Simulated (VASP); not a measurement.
A run of VASP 6.6.1:

File INCAR:

```
SYSTEM = B24N23
  PREC = Accurate
  ENCUT = 520
  EDIFF = 1E-6
  ISMEAR = 0
  SIGMA = 0.05
  LREAL = Auto
  LASPH = .TRUE.
  NELM = 200
  ALGO = Normal
  ISIF = 2
  LWAVE = .FALSE.
  LCHARG = .FALSE.
  ISPIN = 2
  MAGMOM = 0.17 0 0 0 0 0 0 0 0 0 0 0 0.01 0.02 0.06 0.01 0 0 0 0 0 0 0.01 -0.01 0 0 0 0 0 0 0 0 0 0 0 0 0.01 0.01 0 0 0 0 0 0 0 0.01 0.01
  LORBIT = 11
  GGA = PE
  NBANDS = 126
  GGA_COMPAT = .FALSE.
  KPAR = 2
  NCORE = 2
```

KPOINTS

```
regular mesh
0
G
  2 2 2
  0 0 0
```

File POSCAR:

```
B24N23
1.0
   -3.8309090000      2.2117770000     -4.2268550000
    3.8309090000     -2.2117770000     -4.2268550000
   -3.8309090000     -6.6353300000      4.2268550000
B N
24 23
Direct
    0.6568395637      0.3263078435      0.0051063072
    0.1672044792      0.8345754243     -0.0009718009
    0.8326461615      0.0041170343      0.8338611941
    0.3367366561      0.4998028084      0.8332380580
    0.0013357020      0.6677845537      0.6655392761
    0.5012315145      0.1685602954      0.6684335964
    0.1663753198      0.3331867605      0.4992926190
    0.6664959562      0.8334311431      0.4996013688
    0.3323802544     -0.0012383576      0.3327755171
    0.8308576183      0.4985351976      0.3319052394
    0.4999597517      0.6650045219      0.1664838074
   -0.0033882498      0.1666954180      0.1646021283
    0.5837152721      0.9138958910     -0.0006978669
    0.0857418916      0.4237666564     -0.0027989030
    0.7591824003      0.5908294945      0.8305466277
    0.2493980452      0.0846415016      0.8332030566
    0.9172698944      0.2519185983      0.6666086843
    0.4185675772      0.7500698732      0.6662417206
    0.0829609838      0.9169131247      0.4984071980
    0.5835485744      0.4172535133      0.4999686757
    0.2481411531      0.5827708200      0.3316087337
    0.7503832571      0.0817895449      0.3323367031
    0.4130568006      0.2496435319      0.1667286622
    0.9159734659      0.7459829276      0.1622646233
    0.3530120689      0.0203602127     -0.0005229248
    0.0174937352      0.1932151844      0.8341724304
    0.5260836334      0.6855220595      0.8347173477
    0.1877004313      0.8542269688      0.6656739609
    0.6902676581      0.3563412090      0.6695599492
    0.3537694286      0.5204541402      0.4991138972
    0.8539370231      0.0205026783      0.4993495890
    0.5191073187      0.1855758576      0.3328700906
    0.0176534885      0.6838675896      0.3286025897
    0.6877984329      0.8478882927      0.1635898616
    0.1802781910      0.3562755373      0.1635873055
    0.7684644699      0.1028737572      0.0000690135
    0.2719763897      0.6053475157     -0.0007015427
    0.9391796487      0.7748393345      0.8314676004
    0.4375001728      0.2710979942      0.8342125990
    0.1052716895      0.4382664071      0.6663922227
    0.6042204266      0.9382403401      0.6665439835
    0.2706432224      0.1041684515      0.4998022917
    0.7708041231      0.6039388255      0.4996683707
    0.4365122596      0.7704681634      0.3328903179
    0.9360776276      0.2695386489      0.3325333108
    0.5987617205      0.4350933690      0.1687239953
    0.1023254063      0.9355577896      0.1648182780
```

Potentials or basis: VASP PAW PBE potentials, release 64 (B, N).

The run is started by

```console
$ cat potpaw_PBE.64/B/POTCAR potpaw_PBE.64/N/POTCAR > POTCAR
$ mpirun -np 4 vasp_std > vasp.out
```

Hardware: 4 MPI ranks on AMD EPYC 9755 128-Core Processor, on a shared host.

Estimate the wall time of this run.

It took 11 min on 4 MPI ranks on AMD EPYC 9755 128-Core Processor, with other jobs on the host, peak memory 0.42 GiB a rank. Counts: scf iterations 16, k points 8.
